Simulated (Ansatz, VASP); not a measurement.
**Ga in VASP and in Ansatz**

The input INCAR:

```
SYSTEM = Ga
PREC = Accurate
ENCUT = 520
EDIFF = 1E-7
ISMEAR = 0
SIGMA = 0.1
LREAL = .False.
LASPH = .True.
NELM = 100
ALGO = Normal
ISIF = 2
LWAVE = .False.
LCHARG = .False.
GGA = PE
NBANDS = 34
```

File KPOINTS:

```
regular mesh
0
Gamma
  10 10 10
  0 0 0
```

POSCAR

```
Ga
1.0
    3.8004673574     -2.4031291296      0.0000000000
    3.8004673574      2.4031291296      0.0000000000
    0.0000000000      0.0000000000      4.5335404829
Ga
4
Direct
    0.9902774774      0.3411776068      0.2500000000
    0.3411776068      0.9902774774      0.7500000000
    0.0097225226      0.6588223932      0.7500000000
    0.6588223932      0.0097225226      0.2500000000
```

Input for Ansatz:

```yaml
crystal:
  lattice:
    - [3.8004673574, -2.4031291296, 0.0]
    - [3.8004673574, 2.4031291296, 0.0]
    - [0.0, 0.0, 4.5335404829]
  atoms:
    - { symbol: Ga, position: [0.9902774774, 0.3411776068, 0.25] }
    - { symbol: Ga, position: [0.3411776068, 0.9902774774, 0.75] }
    - { symbol: Ga, position: [0.0097225226, 0.6588223932, 0.75] }
    - { symbol: Ga, position: [0.6588223932, 0.0097225226, 0.25] }
basis:
  ecutwfc: 420
kpoints:
  mp_grid: { grid: [10, 10, 10] }
hamiltonian:
  xc: pbe
scf:
  occupations: { method: gaussian, width: 0.1 }
output:
  forces: true
  stress: true
  eigenvalues: true
  populations: true
```

Alike in both runs: task single point; functional PBE; k mesh 10 × 10 × 10; occupations gaussian, width 0.1 eV; no spin polarisation.

```csv
,VASP,Ansatz
version,VASP 6.6.1,Ansatz 0.2.0
potentials or method,"VASP PAW PBE potentials, release 64 (Ga_d), cutoff 520 eV","scalar-relativistic, plane waves, PAW"
valence electrons in the cell,52,52
```

```tsv
	VASP	Ansatz	Ansatz less VASP
gap on the k mesh at the Fermi level (eV)	none	none	-
pressure (GPa)	1.5	1.3	-0.14
traceless stress, the component that is largest in VASP (GPa)	-1.44	-1.43	+0.018
rms of the force components (eV/Å)	0.104	0.103	-0.0006
```

Atom by atom the forces differ by 0.001 eV/Å (rms over components). A gap of «none» marks a metal or a gap that the smearing closes.
